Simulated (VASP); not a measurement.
Mg4Br, 5 atoms in the cell. It takes space group P4/mmm (No. 123, tetragonal). Conventional cell: a = 7.098 Å, b = 7.098 Å, c = 3.024 Å, α = 90.00°, β = 90.00°, γ = 90.00°. Within 3.8 Å of Mg (site symmetry m2m) lie 5 Mg at 2.90 to 3.02 Å. Within 4.0 Å of Br (site symmetry 4/mmm) lie 2 Br at 3.02 Å and 8 Mg at 3.83 Å. 

| Property | Result |
| --- | --- |
| Program | VASP 6.6.1 |
| Task | single point |
| Functional | PBE |
| Potentials or basis | VASP PAW PBE potentials, release 64 (Mg, Br) |
| Cutoff | 520 eV |
| k mesh | 4 × 4 × 6 |
| Occupations | gaussian, width 0.1 eV |
| Spin | no spin polarisation |
| Dipole correction | no |
| Further INCAR settings | ALGO = Normal; EDIFF = 1e-06; NBANDS = 16 |

Potentials or basis: VASP PAW PBE potentials, release 64 (Mg, Br).

Command:

```sh
$ cat potpaw_PBE.64/Mg/POTCAR potpaw_PBE.64/Br/POTCAR > POTCAR
$ mpirun -np 1 vasp_std > vasp.out
```

Hardware: 1 thread of AMD EPYC 7R13, with other jobs on the host.

Question: Estimate the wall time of this run.

Answer: It took 72 s on 1 thread of AMD EPYC 7R13 (shared host), peak memory 0.23 GiB. Counts: scf iterations 14, k points 24.
